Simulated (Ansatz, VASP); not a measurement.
# Yb: VASP beside Ansatz

File INCAR:

```
SYSTEM = Yb
  PREC = Accurate
  ENCUT = 520
  EDIFF = 1E-7
  ISMEAR = -1
  SIGMA = 0.1
  LREAL = .FALSE.
  LASPH = .TRUE.
  NELM = 100
  ALGO = Normal
  ISIF = 2
  LWAVE = .FALSE.
  LCHARG = .FALSE.
  GGA = RP
  NBANDS = 31
```

KPOINTS

```
regular mesh
0
G
  11 11 6
  0 0 0
```

POSCAR

```
Yb
1.0
    3.8408692608      0.0000000000      0.0000000000
   -1.9204346304      3.3262903525      0.0000000000
    0.0000000000      0.0000000000      6.3223651929
Yb
2
Direct
    0.3333333333      0.6666666667      0.2500000000
    0.6666666667      0.3333333333      0.7500000000
```

Input for Ansatz:

```yaml
crystal:
  lattice:
    - [3.8408692608, 0.0, 0.0]
    - [-1.9204346304, 3.3262903525, 0.0]
    - [0.0, 0.0, 6.3223651929]
  atoms:
    - { symbol: Yb, position: [0.3333333333, 0.6666666667, 0.25] }
    - { symbol: Yb, position: [0.6666666667, 0.3333333333, 0.75] }
hamiltonian:
  xc: rpbe
  pseudopotentials:
    kind: paw
    azcp:
      Yb: "pseudopotentials/Yb.paw.azcp"
basis:
  ecutwfc: 420
  fft_grid_basis: typed
kpoints:
  mp_grid: { grid: [11, 11, 6], shift: [0, 0, 0] }
magnetization:
  spin_polarized: false
scf:
  occupations: { method: fermi_dirac, width: 0.1 }
  lower_state_search: "off"
output:
  stress: true
```

Alike in both runs: task single point; functional RPBE; k mesh 11 × 11 × 6; occupations fermi-dirac, width 0.1 eV; no spin polarisation.

|  | VASP | Ansatz |
| --- | --- | --- |
| version | VASP 6.6.1 | Ansatz 0.2.0 |
| potentials or method | VASP PAW PBE potentials, release 64 (Yb), cutoff 520 eV | plane waves (420 eV) with PAW, scalar-relativistic |
| valence electrons in the cell | 48 | 48 |

VASP gave:

| Property | Result |
| --- | --- |
| pressure (GPa) | -1.0 |

Which values does Ansatz return?

Pressure (GPa): -0.6.

VASP's potentials were made for PBE, not for RPBE.

Neither program's run includes spin-orbit coupling.
